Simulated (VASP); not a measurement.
A run of VASP 6.6.1:

INCAR

```
ALGO = Normal
EDIFF = 1E-6
ENCUT = 520
GGA = PS
ISIF = 2
ISMEAR = -1
LASPH = True
LCHARG = False
LREAL = False
LWAVE = False
NBANDS = 27
NELM = 100
PREC = Accurate
SIGMA = 0.1
```

KPOINTS

```
k-points
0
Gamma
  7 7 7
```

Contents of POSCAR:

```
K3Ag
1.0
    5.6303338270      0.0000000000      0.0000000000
    0.0000000000      5.6303338270      0.0000000000
    0.0000000000      0.0000000000      5.6303338270
K Ag
3 1
Direct
    0.5000000000      0.0000000000      0.0000000000
    0.0000000000      0.5000000000      0.0000000000
    0.0000000000      0.0000000000      0.5000000000
    0.5000000000      0.5000000000      0.5000000000
```

Potentials or basis: VASP PAW PBE potentials, release 64 (K_sv, Ag).

The run is started by

```bash
$ cat potpaw_PBE.64/K_sv/POTCAR potpaw_PBE.64/Ag/POTCAR > POTCAR
$ mpirun -np 1 vasp_std > vasp.out
```

Hardware: 1 thread of AMD EPYC 7R13, on a shared host.

Task: How long does it take, and how much memory?

Result: Run time: 90 s on 1 thread of AMD EPYC 7R13 (shared host), peak memory 0.27 GiB. Counts: scf iterations 12, k points 20.
